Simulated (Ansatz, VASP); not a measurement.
**One calculation of AlGeIr3, two programs**

The input INCAR:

```
PREC = Accurate
ENCUT = 520
EDIFF = 1E-6
ISMEAR = 0
SIGMA = 0.1
LREAL = F
LASPH = T
NELM = 80
ALGO = Fast
ISIF = 2
LWAVE = F
LCHARG = T
GGA = PE
LELF = T
LVHAR = T
NBANDS = 30
```

The input KPOINTS:

```
regular mesh
0
Gamma
  6 6 4
```

POSCAR

```
AlGeIr3
1.0
    4.0428167600      0.0000000000      0.0000000000
   -2.0214083800      3.5011820200      0.0000000000
    0.0000000000      0.0000000000      4.9910402000
Al Ge Ir
1 1 3
Direct
    0.6666666700      0.3333333300      0.0000000000
    0.3333333300      0.6666666700      0.5000000000
    0.0000000000      0.0000000000      0.7552470000
    0.0000000000      0.0000000000      0.2447530000
    0.6666666700      0.3333333300      0.5000000000
```

Input for Ansatz:

```yaml
crystal:
  lattice:
    - [4.04281676, 0.0, 0.0]
    - [-2.02140838, 3.50118202, 0.0]
    - [0.0, 0.0, 4.9910402]
  atoms:
    - { symbol: Al, position: [0.66666667, 0.33333333, 0.0] }
    - { symbol: Ge, position: [0.33333333, 0.66666667, 0.5] }
    - { symbol: Ir, position: [0.0, 0.0, 0.755247] }
    - { symbol: Ir, position: [0.0, 0.0, 0.244753] }
    - { symbol: Ir, position: [0.66666667, 0.33333333, 0.5] }
basis:
  ecutwfc: 420
kpoints:
  mp_grid: { grid: [6, 6, 4] }
hamiltonian:
  xc: pbe
scf:
  occupations: { method: gaussian, width: 0.1 }
  lower_state_search: "off"
output:
  forces: true
  stress: true
  eigenvalues: true
```

Change from the starting cell: species swapped into the GaNi3As type (P-6m2, No. 187).

Alike in both runs: task single point; functional PBE; k mesh 6 × 6 × 4; occupations gaussian, width 0.1 eV; no spin polarisation.

|  | VASP | Ansatz |
| --- | --- | --- |
| version | VASP 6.6.1 | Ansatz 0.2.0 |
| potentials or method | VASP PAW PBE potentials, release 64 (Al, Ge_d, Ir), cutoff 520 eV | scalar-relativistic, plane waves, PAW |
| valence electrons in the cell | 44 | 68 |

|  | VASP | Ansatz | Ansatz less VASP |
| --- | --- | --- | --- |
| gap on the k mesh at the Fermi level (eV) | none | none | - |
| rms of the force components (eV/Å) | 0.756 | 0.714 | -0.0419 |

Atom by atom the forces differ by 0.042 eV/Å (rms over components). A gap of «none» marks a metal or a gap that the smearing closes. VASP's potentials hold 44 valence electrons a cell and Ansatz's 68, so a difference there can come from the potentials and not from the codes.

Spin-orbit coupling is off throughout.
